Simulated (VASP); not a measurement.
# TaWC2 (R-3m) in VASP: a series of runs

TaWC2 is run at these levels: PBEsol; tasks: single point.

Everything below comes from runs of VASP 6.6.1. Logs are shortened: lines on timing, memory, paths and dates and some standing lists are left out, and cuts for length are marked.

### Step 1. The cell of the first run

The structure is trigonal, space group R-3m (No. 166). Conventional cell: a = 3.144 Å, b = 3.144 Å, c = 15.305 Å, α = 90.00°, β = 90.00°, γ = 120.00°. Within 2.9 Å of W (site symmetry -3m) lie 6 C at 2.21 Å. Within 2.9 Å of Ta (site symmetry -3m) lie 6 C at 2.23 Å. C (site symmetry 3m) has 3 W at 2.21 Å and 3 Ta at 2.23 Å within 2.9 Å.

### Step 2. Single point, PBEsol

The input, INCAR:

```
SYSTEM = TaWC2
ALGO = Normal ; EDIFF = 1E-6
ENCUT = 520 ; GGA = PS
ISIF = 2 ; ISMEAR = -1
LASPH = .TRUE. ; LCHARG = .TRUE.
LELF = .TRUE. ; LREAL = .FALSE.
LVHAR = .TRUE. ; LWAVE = .FALSE.
NBANDS = 24 ; NELM = 80
PREC = Accurate ; SIGMA = 0.05
```

The input, KPOINTS:

```
k-points
0
G
  10 10 10
  0 0 0
```

The input, POSCAR:

```
TaWC2
1.0
    1.5718551461      0.9075109917      5.1016196719
   -1.5718551461      0.9075109917      5.1016196719
    0.0000000000     -1.8150219835      5.1016196719
W Ta C
1 1 2
Direct
    0.0000000000      0.0000000000      0.0000000000
    0.5000000000      0.5000000000      0.5000000000
    0.2509330000      0.2509330000      0.2509330000
    0.7490670000      0.7490670000      0.7490670000
```

Potentials or basis: VASP PAW PBE potentials, release 64 (W_sv, Ta_pv, C).

Started as:

```bash
$ cat potpaw_PBE.64/W_sv/POTCAR potpaw_PBE.64/Ta_pv/POTCAR potpaw_PBE.64/C/POTCAR > POTCAR
$ mpirun -np 1 vasp_std > vasp.out
```

OUTCAR:

```text
SYSTEM = TaWC2
   EDIFF = 1E-6
   ENCUT = 520
   GGA = PS
   ISIF = 2
   ISMEAR = -1
   LASPH = .TRUE.
   LREAL = .FALSE.
   NELM = 80
   PREC = Accurate

 ion  position               nearest neighbor table
   1  0.000  0.000  0.000-   4 2.21   4 2.21   3 2.21   3 2.21   4 2.21   3 2.21   2 3.13   2 3.13
                             2 3.13   2 3.13   2 3.13   2 3.13
   2  0.500  0.500  0.500-   3 2.23   3 2.23   4 2.23   4 2.23   3 2.23   4 2.23   1 3.13   1 3.13
                             1 3.13   1 3.13   1 3.13   1 3.13
   3  0.251  0.251  0.251-   1 2.21   1 2.21   1 2.21   2 2.23   2 2.23   2 2.23
   4  0.749  0.749  0.749-   1 2.21   1 2.21   1 2.21   2 2.23   2 2.23   2 2.23

  LATTYP: Found a trigonal (rhomboedric) cell.
 ALAT       =     5.4148710120
 COS(alpha) =     0.8314693846

  Lattice vectors:

 A1 = (   1.5718551461,   0.9075109917,   5.1016196719)
 A2 = (  -1.5718551461,   0.9075109917,   5.1016196719)
 A3 = (   0.0000000000,  -1.8150219835,   5.1016196719)

Analysis of symmetry for initial positions (statically):
=====================================================================
 Subroutine PRICEL returns:
 Original cell was already a primitive cell.

 Routine SETGRP: Setting up the symmetry group for a
 trigonal (rhombohedral) supercell.

 Subroutine GETGRP returns: Found 12 space group operations
 (whereof 12 operations were pure point group operations)
 out of a pool of 12 trial point group operations.

The static configuration has the point symmetry D_3d.

Analysis of symmetry for dynamics (positions and initial velocities):
=====================================================================
 Subroutine PRICEL returns:
 Original cell was already a primitive cell.

 Routine SETGRP: Setting up the symmetry group for a
 trigonal (rhombohedral) supercell.

 Subroutine GETGRP returns: Found 12 space group operations
 (whereof 12 operations were pure point group operations)
 out of a pool of 12 trial point group operations.

The dynamic configuration has the point symmetry D_3d.

 Subroutine INISYM returns: Found 12 space group operations
 (whereof 12 operations are pure point group operations),
 and found     1 'primitive' translations

----------------------------------------------------------------------------------------

                                     Primitive cell

  volume of cell :      43.6640

  direct lattice vectors                    reciprocal lattice vectors
     1.571855146  0.907510992  5.101619672     0.318095469  0.183652505  0.065338727
    -1.571855146  0.907510992  5.101619672    -0.318095469  0.183652505  0.065338727
     0.000000000 -1.815021984  5.101619672     0.000000000 -0.367305009  0.065338727

  length of vectors
     5.414871012  5.414871012  5.414871012     0.373071198  0.373071198  0.373071198

  position of ions in fractional coordinates (direct lattice)
     0.000000000  0.000000000  0.000000000
     0.500000000  0.500000000  0.500000000
     0.250933000  0.250933000  0.250933000
     0.749067000  0.749067000  0.749067000

  ion indices of the primitive-cell ions
   primitive index   ion index
                 1           1
                 2           2
                 3           3
                 4           4

----------------------------------------------------------------------------------------

 KPOINTS: k-points

Automatic generation of k-mesh.
 Grid dimensions read from file:
 generate k-points for:   10   10   10

 Generating k-lattice:

  Cartesian coordinates                     Fractional coordinates (reciprocal lattice)
     0.031809547  0.018365250  0.006533873     0.100000000  0.000000000  0.000000000
    -0.031809547  0.018365250  0.006533873     0.000000000  0.100000000  0.000000000
     0.000000000 -0.036730501  0.006533873    -0.000000000 -0.000000000  0.100000000

  Length of vectors
     0.037307120  0.037307120  0.037307120

  Shift w.r.t. Gamma in fractional coordinates (k-lattice)
     0.000000000  0.000000000  0.000000000

 Subroutine IBZKPT returns following result:
 ===========================================

 Found    116 irreducible k-points:

 Following reciprocal coordinates:
            Coordinates               Weight
  0.000000  0.000000  0.000000      1.000000
  0.100000 -0.000000  0.000000      6.000000
  0.200000 -0.000000  0.000000      6.000000
  0.300000 -0.000000  0.000000      6.000000
  0.400000  0.000000  0.000000      6.000000
  0.500000 -0.000000  0.000000      3.000000
[... 16 lines left out ...]
  0.300000  0.300000  0.000000      6.000000
  0.400000  0.300000  0.000000     12.000000
 [... further k-points ...]
   k-points           NKPTS =    116   k-points in BZ     NKDIM =    116   number of bands    NBANDS=     24
   number of dos      NEDOS =    301   number of ions     NIONS =      4
   total plane-waves  NPLWV =  64000
   dimension x,y,z NGX =    40 NGY =   40 NGZ =   40
   dimension x,y,z NGXF=    80 NGYF=   80 NGZF=   80
[... 40 lines left out ...]
   AEXX    =    0.0000 exact exchange contribution
   IVDW    =     0    specifies the selected vdW correction
   LEPSILON=     F    determine dielectric tensor
   LRPA    =     F    only Hartree local field effects (RPA)
 non-spin polarized calculation
  energy-cutoff  :      520.00
  volume of cell :       43.66
 maximum number of plane-waves:      1190
   NGX = 21   NGY = 21   NGZ = 21

 number of electron      33.0000000 magnetization

 Free energy of the ion-electron system (eV)
  ---------------------------------------------------
  ext. energy  EPLUGINS =         0.00000000
  ---------------------------------------------------
  free energy    TOTEN  =       -46.53796519 eV

  energy without entropy =      -46.52306165  energy(sigma->0) =      -46.53051342

 E-fermi :  10.1046     XC(G=0): -13.5216

 val. band max:       10.0994873101   @ k =  -0.1000   0.2000   0.1000
 cond. band min:      10.1090355695   @ k =  -0.3000   0.1000  -0.0000
 fundamental gap:      0.0095482594
 Fermi energy:        10.1045664546

 k-point     1 :       0.0000    0.0000    0.0000
  band No.  band energies     occupation
      1     -65.1742      2.00000
      2     -29.4361      2.00000
      3     -29.2485      2.00000
      4     -29.2485      2.00000
      5     -25.5125      2.00000
      6     -25.1441      2.00000
[... 16 lines left out ...]
     23      13.0877      0.00000
     24      15.1452      0.00000

 k-point     2 :       0.1000   -0.0000    0.0000
  band No.  band energies     occupation
      1     -65.1722      2.00000
      2     -29.4280      2.00000
      3     -29.2864      2.00000
      4     -29.2573      2.00000
      5     -25.5061      2.00000
      6     -25.1995      2.00000
[... 16 lines left out ...]
     23      12.8302      0.00000
     24      16.0277      0.00000

 k-point     3 :       0.2000   -0.0000    0.0000
  band No.  band energies     occupation
      1     -65.1671      2.00000
      2     -29.4070      2.00000
      3     -29.3845      2.00000
      4     -29.2802      2.00000
      5     -25.4893      2.00000
      6     -25.3419      2.00000
[... 16 lines left out ...]
     23      14.1807      0.00000
     24      16.4255      0.00000

 k-point     4 :       0.3000   -0.0000    0.0000
  band No.  band energies     occupation
      1     -65.1608      2.00000
      2     -29.5039      2.00000
      3     -29.3803      2.00000
      4     -29.3085      2.00000
      5     -25.5137      2.00000
      6     -25.4675      2.00000
[... 16 lines left out ...]
     23      14.9139      0.00000
     24      16.1069      0.00000

 k-point     5 :       0.4000    0.0000    0.0000
  band No.  band energies     occupation
      1     -65.1557      2.00000
      2     -29.5987      2.00000
      3     -29.3590      2.00000
      4     -29.3312      2.00000
      5     -25.6480      2.00000
      6     -25.4507      2.00000
[... 451 lines left out ...]
 k-point    22 :      -0.2000    0.2000    0.0000
  band No.  band energies     occupation
      1     -65.1579      2.00000
      2     -29.5234      2.00000
      3     -29.3705      2.00000
      4     -29.3584      2.00000
      5     -25.5405      2.00000
      6     -25.4547      2.00000
[... 16 lines left out ...]
     23      14.9521      0.00000
     24      15.7537      0.00000

 k-point    23 :       0.3000    0.3000    0.0000
  band No.  band energies     occupation
      1     -65.1609      2.00000
      2     -29.5062      2.00000
      3     -29.3822      2.00000
      4     -29.3090      2.00000
      5     -25.5113      2.00000
      6     -25.4617      2.00000
[... 16 lines left out ...]
     23      16.1145      0.00000
     24      16.4613      0.00000

 k-point    24 :       0.4000    0.3000    0.0000
  band No.  band energies     occupation
      1     -65.1573      2.00000
      2     -29.5567      2.00000
      3     -29.3693      2.00000
      4     -29.3415      2.00000
      5     -25.5775      2.00000
      6     -25.4489      2.00000
[... 16 lines left out ...]
     23      16.0748      0.00000
     24      16.7708      0.00000

 [... further k-points ...]
[... 5 lines left out ...]
  --------------------------------------------------------------------------------------
  -------------------------------------------------------------------------------------
  Total       -2.7388094     -2.7388094     -2.7009893      0.0000000      0.0000000      0.0000000
  in kB     -100.4959707   -100.4959707    -99.1082267      0.0000000      0.0000000      0.0000000
  external PRESSURE =    -100.0333894 kB  Pullay stress =       0.0000000 kB

 VOLUME and BASIS-vectors are now :
 -----------------------------------------------------------------------------
  energy-cutoff  :      520.00
  volume of cell :       43.66
      direct lattice vectors                 reciprocal lattice vectors
     1.571855146  0.907510992  5.101619672     0.318095469  0.183652505  0.065338727
    -1.571855146  0.907510992  5.101619672    -0.318095469  0.183652505  0.065338727
     0.000000000 -1.815021984  5.101619672     0.000000000 -0.367305009  0.065338727

 POSITION                                       TOTAL-FORCE (eV/Angst)
 -----------------------------------------------------------------------------------
      0.00000      0.00000      0.00000         0.000000     -0.000000      0.000000
      0.00000     -0.00000      7.65243         0.000000     -0.000000      0.000000
      0.00000     -0.00000      3.84049         0.000000     -0.000000      0.090679
      0.00000     -0.00000     11.46436         0.000000      0.000000     -0.090679
 -----------------------------------------------------------------------------------
    total drift:                                0.000000      0.000000      0.000000

  FREE ENERGIE OF THE ION-ELECTRON SYSTEM (eV)
  ---------------------------------------------------
  free  energy   TOTEN  =       -46.5379651864 eV

  energy  without entropy=      -46.5230616451  energy(sigma->0) =      -46.53051342
```

Wall time 3.5 min (1 thread of Intel Xeon Platinum 8488C (Sapphire Rapids), shared host); peak memory 0.32 GiB.

Results:

| Item | Value |
| --- | --- |
| Free energy | -46.5380 eV |
| Pressure | -10.0 GPa |
| Largest force | 0.091 eV/Å |

Forces on the atoms (eV/Å):
```
W    0.000  0.000  0.000
Ta   0.000  0.000  0.000
C    0.000  0.000  0.091
C    0.000  0.000 -0.091
```

Caveat: the PAW data sets were made with another functional, which shifts forces and pressure a little; spin-orbit coupling is left out, which moves the levels of the heavy elements.

### Step 3. Single point, PBEsol (volume scaled by 1.02)

The input, INCAR:

```
PREC = Accurate
ENCUT = 520
EDIFF = 1E-6
ISMEAR = -1
SIGMA = 0.05
LREAL = F
LASPH = T
NELM = 100
ALGO = Normal
ISIF = 2
LWAVE = F
LCHARG = F
GGA = PS
NBANDS = 24
```

The input, KPOINTS:

```
Automatic mesh
0
Gamma
  10 10 10
```

The input, POSCAR:

```
TaWC2
1.0
    1.5822650862      0.9135211734      5.1354062173
   -1.5822650862      0.9135211734      5.1354062173
    0.0000000000     -1.8270423469      5.1354062173
W Ta C
1 1 2
Direct
    0.0000000000      0.0000000000      0.0000000000
    0.5000000000      0.5000000000      0.5000000000
    0.2509330000      0.2509330000      0.2509330000
    0.7490670000      0.7490670000      0.7490670000
```

Potentials or basis: VASP PAW PBE potentials, release 64 (W_sv, Ta_pv, C).

Started as:

```bash
$ cat potpaw_PBE.64/W_sv/POTCAR potpaw_PBE.64/Ta_pv/POTCAR potpaw_PBE.64/C/POTCAR > POTCAR
$ mpirun -np 1 vasp_std > vasp.out
```

Wall time 2.1 min (1 thread of Intel Xeon Platinum 8559C (Emerald Rapids), shared host); peak memory 0.34 GiB.

Results (log left out):

| Quantity | Value |
| --- | --- |
| Free energy | -46.4670 eV |
| Pressure | -16.1 GPa |
| Largest force | 0.085 eV/Å |

Forces on the atoms (eV/Å):
```
W    0.000  0.000  0.000
Ta   0.000  0.000  0.000
C    0.000  0.000  0.085
C    0.000  0.000 -0.085
```

Stress tensor (GPa, compression positive):
```
-16.19   0.00   0.00
  0.00 -16.19   0.00
  0.00   0.00 -16.05
```

Levels at points of the mesh, in eV from the Fermi level:
```csv
k point,band 14,band 15,band 16,band 17,band 18,band 19,band 20,band 21
"(0.00, 0.00, 0.00)",-2.12,-1.99,-0.74,-0.74,-0.68,-0.23,-0.23,1.87
"(0.50, 0.00, 0.00)",-4.72,-4.34,-1.25,-0.71,1.40,2.06,3.02,3.51
"(0.50, 0.50, 0.00)",-5.01,-2.13,-2.07,1.16,1.58,1.74,2.46,3.34
"(0.50, 0.50, 0.50)",-4.24,-4.24,-0.94,-0.94,0.19,0.19,0.23,0.69
```

Caveat: the PAW data sets were made with another functional, which shifts forces and pressure a little; spin-orbit coupling is left out, which moves the levels of the heavy elements.

### Step 4. Single point, PBEsol (volume scaled by 1.06)

The input, INCAR:

```
SYSTEM = TaWC2
PREC = Accurate ; ENCUT = 520
EDIFF = 1E-6 ; ISMEAR = -1
SIGMA = 0.05 ; LREAL = .FALSE.
LASPH = .TRUE. ; NELM = 80
ALGO = Normal ; ISIF = 2
LWAVE = .FALSE. ; LCHARG = .FALSE.
GGA = PS ; NBANDS = 24
```

The input, KPOINTS:

```
Automatic mesh
0
G
  10 10 10
  0 0 0
```

The input, POSCAR:

```
TaWC2
1.0
    1.6026836620      0.9253098436      5.2016768326
   -1.6026836620      0.9253098436      5.2016768326
    0.0000000000     -1.8506196874      5.2016768326
W Ta C
1 1 2
Direct
    0.0000000000      0.0000000000      0.0000000000
    0.5000000000      0.5000000000      0.5000000000
    0.2509330000      0.2509330000      0.2509330000
    0.7490670000      0.7490670000      0.7490670000
```

Started as:

```bash
$ cat potpaw_PBE.64/W_sv/POTCAR potpaw_PBE.64/Ta_pv/POTCAR potpaw_PBE.64/C/POTCAR > POTCAR
$ mpirun -np 1 vasp_std > vasp.out
```

Run time: 2 min. Hardware: 1 thread of Intel Xeon Platinum 8559C (Emerald Rapids), shared host; peak memory 0.35 GiB.

It converged, with:

```
Free energy   : -46.2331 eV
Pressure      : -26.6 GPa
Largest force : 0.074 eV/Å
```

Forces in eV/Å, atoms in the order of the input:
```
W    0.000  0.000  0.000
Ta   0.000  0.000  0.000
C    0.000  0.000  0.074
C    0.000  0.000 -0.074
```

Stress tensor (GPa, compression positive):
```
-26.64   0.00   0.00
  0.00 -26.64   0.00
  0.00   0.00 -26.49
```

Levels at points of the mesh, in eV from the Fermi level:
```csv
k point,band 14,band 15,band 16,band 17,band 18,band 19,band 20,band 21
"(0.00, 0.00, 0.00)",-2.01,-1.89,-0.69,-0.69,-0.63,-0.23,-0.23,1.75
"(0.50, 0.00, 0.00)",-4.54,-4.18,-1.21,-0.67,1.30,1.92,2.85,3.31
"(0.50, 0.50, 0.00)",-4.76,-2.08,-2.02,1.08,1.48,1.62,2.30,3.15
"(0.50, 0.50, 0.50)",-4.07,-4.07,-0.89,-0.89,0.19,0.19,0.20,0.67
```

Caveat: the PAW data sets were made with another functional, which shifts forces and pressure a little; spin-orbit coupling is left out, which moves the levels of the heavy elements.

### Step 5. Single point, PBEsol (volume scaled by 0.98)

The input, INCAR:

```
SYSTEM = TaWC2
PREC     = Accurate       ! precision mode
ENCUT    = 520            ! plane-wave cutoff, eV
EDIFF    = 1E-6           ! SCF threshold, eV
ISMEAR   = -1             ! smearing method
SIGMA    = 0.05           ! smearing width, eV
LREAL    = .False.        ! projectors in reciprocal space
LASPH    = .True.         ! aspherical terms in the spheres
NELM     = 60             ! most SCF steps
ALGO     = Normal         ! electronic algorithm
ISIF     = 2              ! what is computed and relaxed
LWAVE    = .False.        ! write WAVECAR
LCHARG   = .False.        ! write CHGCAR
GGA      = PS             ! functional
NBANDS   = 24             ! bands
```

The input, KPOINTS:

```
regular mesh
0
Gamma
  10 10 10
  0 0 0
```

The input, POSCAR:

```
TaWC2
1.0
    1.5613054648      0.9014201304      5.0673795820
   -1.5613054648      0.9014201304      5.0673795820
    0.0000000000     -1.8028402609      5.0673795820
W Ta C
1 1 2
Direct
    0.0000000000      0.0000000000      0.0000000000
    0.5000000000      0.5000000000      0.5000000000
    0.2509330000      0.2509330000      0.2509330000
    0.7490670000      0.7490670000      0.7490670000
```

Started as:

```bash
$ cat potpaw_PBE.64/W_sv/POTCAR potpaw_PBE.64/Ta_pv/POTCAR potpaw_PBE.64/C/POTCAR > POTCAR
$ mpirun -np 1 vasp_std > vasp.out
```

Wall time 2.2 min (1 thread of Intel Xeon Platinum 8559C (Emerald Rapids), shared host); peak memory 0.32 GiB.

It converged, with:

```
Free energy   : -46.5736 eV
Pressure      : -3.2 GPa
Largest force : 0.096 eV/Å
```

Forces on the atoms (eV/Å):
```
W    0.000  0.000  0.000
Ta   0.000  0.000  0.000
C    0.000  0.000  0.096
C    0.000  0.000 -0.096
```

Stress tensor (GPa, compression positive):
```
-3.20  0.00  0.00
 0.00 -3.20  0.00
 0.00  0.00 -3.06
```

Levels at points of the mesh, in eV from the Fermi level:
```tsv
k point	band 15	band 16	band 17	band 18	band 19	band 20
(0.00, 0.00, 0.00)	-2.10	-0.80	-0.80	-0.74	-0.23	-0.23
(0.50, 0.00, 0.00)	-4.51	-1.29	-0.76	1.51	2.22	3.21
(0.50, 0.50, 0.00)	-2.18	-2.11	1.26	1.70	1.86	2.63
(0.50, 0.50, 0.50)	-4.43	-0.98	-0.98	0.19	0.19	0.26
```

Caveat: the PAW data sets were made with another functional, which shifts forces and pressure a little; spin-orbit coupling is left out, which moves the levels of the heavy elements.

### Step 6. Summary

```tsv
cell	gap on the mesh (eV)	pressure (GPa)	largest force (eV/Å)
a = 5.415 Å, angles 33.8°, 4 atoms	none	-10.0	0.09
a = 5.451 Å, angles 33.8°, 4 atoms	none	-16.1	0.09
a = 5.521 Å, angles 33.8°, 4 atoms	none	-26.6	0.07
a = 5.379 Å, angles 33.8°, 4 atoms	none	-3.2	0.10
```

Alike in all rows: task single point; level PBEsol; potentials or basis VASP PAW PBE potentials, release 64 (W_sv, Ta_pv, C); no spin polarisation; k mesh 10 × 10 × 10; cutoff (eV) 520; smearing fermi-dirac 0.05 eV.

Caveats: the PAW data sets were made with another functional, which shifts forces and pressure a little; spin-orbit coupling is left out, which moves the levels of the heavy elements.

Absolute energies hang on the potentials; compare differences alone.
